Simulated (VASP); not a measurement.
# InH (Pmmn) in VASP: a series of runs

Runs on InH. Level: PBE. Tasks: single point.

All numbers are computed with VASP 6.6.1; they aren't measurements. Logs are shortened: lines on timing, memory, paths and dates and some standing lists are left out, and cuts for length are marked.

### 1 The cell of the first run

Symmetry: Pmmn, No. 59, orthorhombic system. The conventional cell has a = 3.602 Å, b = 3.836 Å, c = 4.903 Å, α = 90.00°, β = 90.00°, γ = 90.00°. In (site symmetry mm2) has 4 H at 2.27 to 2.29 Å within 3.0 Å. Within 3.0 Å of H (site symmetry mm2) lie 4 In at 2.27 to 2.29 Å and 4 H at 2.64 Å.

### 2 Single point, PBE

INCAR

```
SYSTEM = InH
PREC = Accurate
ENCUT = 520
EDIFF = 1E-6
ISMEAR = 0
SIGMA = 0.1
LREAL = .False.
LASPH = .True.
NELM = 80
ALGO = Normal
ISIF = 2
LWAVE = .False.
LCHARG = .True.
GGA = PE
LELF = .True.
LVHAR = .True.
NBANDS = 22
```

KPOINTS

```
regular mesh
0
Gamma
  12 12 10
  0 0 0
```

POSCAR

```
InH
1.0
    3.6024970840      0.0000000000      0.0000000000
    0.0000000000      3.8358209538      0.0000000000
    0.0000000000      0.0000000000      4.9031783668
In H
2 2
Direct
    0.0000000000      0.0000000000      0.7312117892
    0.5000000000      0.5000000000      0.2687882108
    0.0000000000      0.5000000000      0.9803596119
    0.5000000000      0.0000000000      0.0196403881
```

Potentials or basis: VASP PAW PBE potentials, release 64 (In_d, H).

The run is started by

```
cat potpaw_PBE.64/In_d/POTCAR potpaw_PBE.64/H/POTCAR > POTCAR
mpirun -np 1 vasp_std > vasp.out
```

OUTCAR:

```text
SYSTEM = InH
   PREC = Accurate
   ENCUT = 520
   EDIFF = 1E-6
   ISMEAR = 0
   LREAL = .False.
   LASPH = .True.
   NELM = 80
   ISIF = 2
   GGA = PE

 ion  position               nearest neighbor table
   1  0.000  0.000  0.731-   3 2.27   3 2.27   4 2.29   4 2.29   2 3.47   2 3.47   2 3.47   2 3.47
                             2 3.72   2 3.72   2 3.72   2 3.72
   2  0.500  0.500  0.269-   4 2.27   4 2.27   3 2.29   3 2.29   1 3.47   1 3.47   1 3.47   1 3.47
                             1 3.72   1 3.72   1 3.72   1 3.72
   3  0.000  0.500  0.980-   1 2.27   1 2.27   2 2.29   2 2.29
   4  0.500  0.000  0.020-   2 2.27   2 2.27   1 2.29   1 2.29

  LATTYP: Found a simple orthorhombic cell.
 ALAT       =     3.6024970840
 B/A-ratio  =     1.0647672613
 C/A-ratio  =     1.3610499197

  Lattice vectors:

 A1 = (   3.6024970840,   0.0000000000,   0.0000000000)
 A2 = (   0.0000000000,   3.8358209538,   0.0000000000)
 A3 = (   0.0000000000,   0.0000000000,   4.9031783668)

Analysis of symmetry for initial positions (statically):
=====================================================================
 Subroutine PRICEL returns:
 Original cell was already a primitive cell.

 Routine SETGRP: Setting up the symmetry group for a
 simple orthorhombic supercell.

 Subroutine GETGRP returns: Found  8 space group operations
 (whereof  4 operations were pure point group operations)
 out of a pool of  8 trial point group operations.

The static configuration has the point symmetry C_2v.
 The point group associated with its full space group is D_2h.

Analysis of symmetry for dynamics (positions and initial velocities):
=====================================================================
 Subroutine PRICEL returns:
 Original cell was already a primitive cell.

 Routine SETGRP: Setting up the symmetry group for a
 simple orthorhombic supercell.

 Subroutine GETGRP returns: Found  8 space group operations
 (whereof  4 operations were pure point group operations)
 out of a pool of  8 trial point group operations.

The dynamic configuration has the point symmetry C_2v.
 The point group associated with its full space group is D_2h.

 Subroutine INISYM returns: Found  8 space group operations
 (whereof  4 operations are pure point group operations),
 and found     1 'primitive' translations

----------------------------------------------------------------------------------------

                                     Primitive cell

  volume of cell :      67.7547

  direct lattice vectors                    reciprocal lattice vectors
     3.602497084  0.000000000  0.000000000     0.277585235  0.000000000  0.000000000
     0.000000000  3.835820954  0.000000000     0.000000000  0.260700385  0.000000000
     0.000000000  0.000000000  4.903178367     0.000000000  0.000000000  0.203949342

  length of vectors
     3.602497084  3.835820954  4.903178367     0.277585235  0.260700385  0.203949342

  position of ions in fractional coordinates (direct lattice)
     0.000000000  0.000000000  0.731211789
     0.500000000  0.500000000  0.268788211
     0.000000000  0.500000000  0.980359612
     0.500000000  0.000000000  0.019640388

  ion indices of the primitive-cell ions
   primitive index   ion index
                 1           1
                 2           2
                 3           3
                 4           4

----------------------------------------------------------------------------------------

 KPOINTS: regular mesh

Automatic generation of k-mesh.
 Grid dimensions read from file:
 generate k-points for:   12   12   10

 Generating k-lattice:

  Cartesian coordinates                     Fractional coordinates (reciprocal lattice)
     0.023132103  0.000000000  0.000000000     0.083333333  0.000000000  0.000000000
     0.000000000  0.021725032  0.000000000     0.000000000  0.083333333  0.000000000
     0.000000000  0.000000000  0.020394934     0.000000000  0.000000000  0.100000000

  Length of vectors
     0.023132103  0.021725032  0.020394934

  Shift w.r.t. Gamma in fractional coordinates (k-lattice)
     0.000000000  0.000000000  0.000000000

 Subroutine IBZKPT returns following result:
 ===========================================

 Found    294 irreducible k-points:

 Following reciprocal coordinates:
            Coordinates               Weight
  0.000000  0.000000  0.000000      1.000000
  0.083333  0.000000  0.000000      2.000000
  0.166667  0.000000  0.000000      2.000000
  0.250000  0.000000  0.000000      2.000000
  0.333333  0.000000  0.000000      2.000000
  0.416667  0.000000  0.000000      2.000000
[... 16 lines left out ...]
  0.083333  0.250000  0.000000      4.000000
  0.166667  0.250000  0.000000      4.000000
 [... further k-points ...]
   k-points           NKPTS =    294   k-points in BZ     NKDIM =    294   number of bands    NBANDS=     22
   number of dos      NEDOS =    301   number of ions     NIONS =      4
   total plane-waves  NPLWV =  30240
   dimension x,y,z NGX =    28 NGY =   30 NGZ =   36
   dimension x,y,z NGXF=    56 NGYF=   60 NGZF=   72
   ions per type =               2   2
   NGX,Y,Z   is equivalent  to a cutoff of  12.92, 13.00, 12.21 a.u.
   NGXF,Y,Z  is equivalent  to a cutoff of  25.84, 26.00, 24.41 a.u.
 SYSTEM =  InH
   PREC   = accura    normal or accurate (medium, high low for compatibility)
   ISTART =      0    job   : 0-new  1-cont  2-samecut
   ICHARG =      2    charge: 1-file 2-atom 10-const
   ISPIN  =      1    spin polarized calculation?
   LNONCOLLINEAR =      F non collinear calculations
   LSORBIT =      F    spin-orbit coupling
   LASPH  =      T    aspherical Exc in radial PAW
   ENCUT  =  520.0 eV  38.22 Ry    6.18 a.u.   6.70  7.13  9.12*2*pi/ulx,y,z
   NELM   =     80;   NELMIN=  2; NELMDL= -5     # of ELM steps
   EDIFF  = 0.1E-05   stopping-criterion for ELM
   LREAL  =      F    real-space projection
   EDIFFG = 0.1E-04   stopping-criterion for IOM
   NSW    =      0    number of steps for IOM
   IBRION =     -1    ionic relax: 0-MD 1-quasi-New 2-CG
   NFREE  =      0    steps in history (QN), initial steepest desc. (CG)
   ISIF   =      2    stress and relaxation
   ISYM   =      2    0-nonsym 1-usesym 2-fastsym
   POTIM  = 0.5000    time-step for ionic-motion
   TEBEG  =    0.0;   TEEND  =   0.0 temperature during run
   PSTRESS=    0.0 pullay stress
   NELECT =      28.0000    total number of electrons
   NUPDOWN=      -1.0000    fix difference up-down
   EMIN   =  10.00;   EMAX   =-10.00  energy-range for DOS
   EFERMI =   0.00;   METHOD = LEGACY
   ISMEAR =     0;   SIGMA  =   0.10  broadening in eV -4-tet -1-fermi 0-gaus
   EFERMI_NEDOS =   21; number of points for ismear=-14 and -15
   IALGO  =     38    algorithm
   IMIX   =      4    mixing-type and parameters
     AMIX     =   0.40;   BMIX     =  1.00
     AMIX_MAG =   1.60;   BMIX_MAG =  1.00
  volume/ion in A,a.u.               =      16.94       114.31
  Fermi-wavevector in a.u.,A,eV,Ry     =   1.219404  2.304339 20.231131  1.486946
  Thomas-Fermi vector in A             =   2.354657
   LORBIT       =      0    0 simple, 1 ext, 2 COOP (PROOUT), +10 PAW based schemes
   GGA     = PE    functional components
   LHFCALC =     F    Hartree Fock is set to
   AEXX    =    0.0000 exact exchange contribution
   IVDW    =     0    specifies the selected vdW correction
   LEPSILON=     F    determine dielectric tensor
   LRPA    =     F    only Hartree local field effects (RPA)
 non-spin polarized calculation
 Gauss-broadening in eV      SIGMA  =   0.10
  energy-cutoff  :      520.00
  volume of cell :       67.75
 maximum number of plane-waves:      1846
 NGX is ok and might be reduce to    28
   NGX = 13   NGY = 15   NGZ = 19

 number of electron      27.9999989 magnetization

 Free energy of the ion-electron system (eV)
  ---------------------------------------------------
  ext. energy  EPLUGINS =         0.00000000
  ---------------------------------------------------
  free energy    TOTEN  =       -10.63702597 eV

  energy without entropy =      -10.63447993  energy(sigma->0) =      -10.63575295

 E-fermi :   5.5424     XC(G=0):  -9.5244

 val. band max:        5.5211555510   @ k =   0.4167   0.5000   0.3000
 cond. band min:       5.5430851799   @ k =   0.3333   0.2500   0.5000
 fundamental gap:      0.0219296289
 Fermi energy:         5.5423914199

 k-point     1 :       0.0000    0.0000    0.0000
  band No.  band energies     occupation
      1      -9.1808      2.00000
      2      -9.0730      2.00000
      3      -9.0593      2.00000
      4      -9.0315      2.00000
      5      -9.0109      2.00000
      6      -8.9685      2.00000
[... 14 lines left out ...]
     21      14.2473      0.00000
     22      14.9113      0.00000

 k-point     2 :       0.0833    0.0000    0.0000
  band No.  band energies     occupation
      1      -9.1692      2.00000
      2      -9.0676      2.00000
      3      -9.0553      2.00000
      4      -9.0338      2.00000
      5      -9.0029      2.00000
      6      -8.9709      2.00000
[... 14 lines left out ...]
     21      13.8807      0.00000
     22      14.6865      0.00000

 k-point     3 :       0.1667    0.0000    0.0000
  band No.  band energies     occupation
      1      -9.1386      2.00000
      2      -9.0527      2.00000
      3      -9.0441      2.00000
      4      -9.0378      2.00000
      5      -8.9833      2.00000
      6      -8.9772      2.00000
[... 14 lines left out ...]
     21      14.0186      0.00000
     22      14.8786      0.00000

 k-point     4 :       0.2500    0.0000    0.0000
  band No.  band energies     occupation
      1      -9.0998      2.00000
      2      -9.0499      2.00000
      3      -9.0272      2.00000
      4      -9.0165      2.00000
      5      -8.9849      2.00000
      6      -8.9663      2.00000
[... 14 lines left out ...]
     21      13.0928      0.00000
     22      16.3589      0.00000

 k-point     5 :       0.3333    0.0000    0.0000
  band No.  band energies     occupation
      1      -9.0652      2.00000
      2      -9.0503      2.00000
      3      -9.0081      2.00000
      4      -8.9910      2.00000
      5      -8.9750      2.00000
      6      -8.9719      2.00000
[... 14 lines left out ...]
     21      13.6045      0.00000
     22      16.6459      0.00000

 k-point     6 :       0.4167    0.0000    0.0000
  band No.  band energies     occupation
      1      -9.0493      2.00000
      2      -9.0293      2.00000
      3      -9.0033      2.00000
      4      -8.9944      2.00000
      5      -8.9932      2.00000
      6      -8.9788      2.00000
[... 14 lines left out ...]
     21      14.3524      0.00000
     22      16.0534      0.00000

 k-point     7 :       0.5000    0.0000    0.0000
  band No.  band energies     occupation
      1      -9.0318      2.00000
      2      -9.0318      2.00000
      3      -9.0024      2.00000
      4      -9.0024      2.00000
      5      -8.9921      2.00000
      6      -8.9921      2.00000
[... 324 lines left out ...]
      6      -8.9489      2.00000
[... 14 lines left out ...]
     21      14.2473      0.00000
     22      14.2784      0.00000

 k-point    21 :       0.5000    0.1667    0.0000
  band No.  band energies     occupation
      1      -9.0926      2.00000
      2      -9.0926      2.00000
      3      -9.0125      2.00000
      4      -9.0125      2.00000
      5      -8.9625      2.00000
      6      -8.9625      2.00000
[... 14 lines left out ...]
     21      14.5218      0.00000
     22      14.5218      0.00000

 k-point    22 :       0.0000    0.2500    0.0000
  band No.  band energies     occupation
      1      -9.1280      2.00000
      2      -9.0623      2.00000
      3      -9.0171      2.00000
      4      -9.0106      2.00000
      5      -9.0059      2.00000
      6      -8.9715      2.00000
[... 14 lines left out ...]
     21      13.9750      0.00000
     22      15.6252      0.00000

 k-point    23 :       0.0833    0.2500    0.0000
  band No.  band energies     occupation
      1      -9.1165      2.00000
      2      -9.0714      2.00000
      3      -9.0192      2.00000
      4      -9.0033      2.00000
      5      -8.9932      2.00000
      6      -8.9772      2.00000
[... 14 lines left out ...]
     21      14.4517      0.00000
     22      15.1437      0.00000

 k-point    24 :       0.1667    0.2500    0.0000
  band No.  band energies     occupation
      1      -9.1030      2.00000
      2      -9.0708      2.00000
      3      -9.0188      2.00000
      4      -9.0086      2.00000
      5      -8.9725      2.00000
      6      -8.9704      2.00000
[... 14 lines left out ...]
     21      14.7156      0.00000
     22      14.9579      0.00000

 [... further k-points ...]

------------------------ aborting loop because EDIFF is reached ----------------------------------------

  FORCE on cell =-STRESS in cart. coord.  units (eV):
  Direction    XX          YY          ZZ          XY          YZ          ZX
  --------------------------------------------------------------------------------------
  -------------------------------------------------------------------------------------
  Total       -0.0130397     -0.0199042     -0.0048103      0.0000000      0.0000000      0.0000000
  in kB       -0.3083450     -0.4706695     -0.1137468      0.0000000      0.0000000      0.0000000
  external PRESSURE =      -0.2975871 kB  Pullay stress =       0.0000000 kB

 VOLUME and BASIS-vectors are now :
 -----------------------------------------------------------------------------
  energy-cutoff  :      520.00
  volume of cell :       67.75
      direct lattice vectors                 reciprocal lattice vectors
     3.602497084  0.000000000  0.000000000     0.277585235  0.000000000  0.000000000
     0.000000000  3.835820954  0.000000000     0.000000000  0.260700385  0.000000000
     0.000000000  0.000000000  4.903178367     0.000000000  0.000000000  0.203949342

 POSITION                                       TOTAL-FORCE (eV/Angst)
 -----------------------------------------------------------------------------------
      0.00000      0.00000      3.58526         0.000000      0.000000     -0.005419
      1.80125      1.91791      1.31792         0.000000      0.000000      0.005419
      0.00000      1.91791      4.80688         0.000000      0.000000     -0.003045
      1.80125      0.00000      0.09630         0.000000      0.000000      0.003045
 -----------------------------------------------------------------------------------
    total drift:                                0.000000      0.000000      0.000000

  FREE ENERGIE OF THE ION-ELECTRON SYSTEM (eV)
  ---------------------------------------------------
  free  energy   TOTEN  =       -10.6370259727 eV

  energy  without entropy=      -10.6344799271  energy(sigma->0) =      -10.63575295
```

It took 4.1 min on 1 thread of Intel Xeon Platinum 8259CL at 2.50GHz (Skylake/Cascade Lake), shared host; peak memory 0.46 GiB.

What came out:

| Quantity | Value |
| --- | --- |
| Free energy | -10.6370 eV |
| Pressure | 0.0 GPa |
| Largest force | 0.005 eV/Å |
| Band gap on the k mesh | zero (band 14 reaches 8.75 eV, above the bottom of band 15 at 4.83 eV) |

Forces on the atoms (eV/Å):
```
In   0.000  0.000 -0.005
In   0.000  0.000  0.005
H    0.000  0.000 -0.003
H    0.000  0.000  0.003
```

Caveat: spin-orbit coupling is left out, which moves the levels of the heavy elements.

### 3 Single point, PBE

This run uses another cell than the first one, of 16.87 Å³/atom, 0.996 times its volume.

INCAR

```
SYSTEM = InH
ALGO = Normal
EDIFF = 1E-6
ENCUT = 520
GGA = PE
ISIF = 2
ISMEAR = 0
LASPH = .TRUE.
LCHARG = .FALSE.
LREAL = .FALSE.
LWAVE = .FALSE.
NBANDS = 22
NELM = 80
PREC = Accurate
SIGMA = 0.1
```

KPOINTS

```
k-points
0
G
  16 12 8
  0 0 0
```

POSCAR

```
InH
1.0
    3.6945998486      0.0000000000      0.0000000000
    0.0000000000      3.8070915518      0.0000000000
    0.0000000000      0.0000000000      4.7979405396
In H
2 2
Direct
    0.0000000000      0.0000000000      0.7286944558
    0.5000000000      0.5000000000      0.2713055442
    0.0000000000      0.5000000000      0.9910538779
    0.5000000000      0.0000000000      0.0089461221
```

Potentials or basis: VASP PAW PBE potentials, release 64 (In_d, H).

The run is started by

```
cat potpaw_PBE.64/In_d/POTCAR potpaw_PBE.64/H/POTCAR > POTCAR
mpirun -np 1 vasp_std > vasp.out
```

Wall time 4.7 min (1 thread of Intel Xeon Platinum 8259CL at 2.50GHz (Skylake/Cascade Lake), shared host); peak memory 0.47 GiB.

Results (log left out):

```yaml
Free_energy: -10.6368 eV
Pressure: -0.1 GPa
Largest_force: 0.003 eV/Å
Band_gap_on_the_k_mesh: zero (band 14 reaches 9.09 eV, above the bottom of band 15 at 4.82 eV)
```

Forces in eV/Å, atoms in the order of the input:
```
In   0.000  0.000 -0.003
In   0.000  0.000  0.003
H    0.000  0.000  0.000
H    0.000  0.000  0.000
```

Levels at points of the mesh, in eV from the Fermi level:
```
           k point  band 12  band 13  band 14  band 15  band 16  band 17
(0.00, 0.00, 0.00)    -3.21    -2.19    -1.23     1.86     2.45     5.15
(0.50, 0.00, 0.00)    -6.80    -0.65    -0.65     1.21     1.21     4.82
(0.00, 0.50, 0.00)    -6.96    -0.82    -0.82     1.17     1.17     5.24
(0.50, 0.50, 0.00)    -4.93    -3.38    -3.38     2.91     2.91     3.09
(0.00, 0.00, 0.50)    -6.86    -1.19     3.55     3.77     3.81     4.11
(0.50, 0.00, 0.50)    -5.93    -3.69    -3.69     3.84     3.84     5.29
(0.00, 0.50, 0.50)    -6.07    -3.89    -3.89     4.17     4.17     5.71
(0.50, 0.50, 0.50)    -4.22    -2.94    -2.94    -0.55    -0.55     0.67
```

Caveat: spin-orbit coupling is left out, which moves the levels of the heavy elements.
